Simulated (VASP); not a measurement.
A run of VASP 6.6.1 is set up as follows.

File INCAR:

```
PREC = Accurate
ENCUT = 520
EDIFF = 1E-6
ISMEAR = -1
SIGMA = 0.05
LREAL = F
LASPH = T
NELM = 60
ALGO = Normal
ISIF = 2
LWAVE = F
LCHARG = F
NBANDS = 16
```

Contents of KPOINTS:

```
Automatic mesh
0
Gamma
  8 8 8
```

The input POSCAR:

```
GaAs
1.0
    0.0000000000      2.8822925071      2.8822925071
    2.8822925071      0.0000000000      2.8822925071
    2.8822925071      2.8822925071      0.0000000000
As Ga
1 1
Direct
    0.7500000000      0.7500000000      0.7500000000
    0.0000000000      0.0000000000      0.0000000000
```

Potentials or basis: VASP PAW LDA potentials, release 64 (As, Ga_d).

The run is started by

```console
$ cat potpaw_LDA.64/As/POTCAR potpaw_LDA.64/Ga_d/POTCAR > POTCAR
$ mpirun -np 1 vasp_std > vasp.out
```

Task: Estimate the band gap on the k mesh.

Result: Zero (filled and empty bands touch).

Task: Estimate the pressure.

Result: -4.9 GPa.
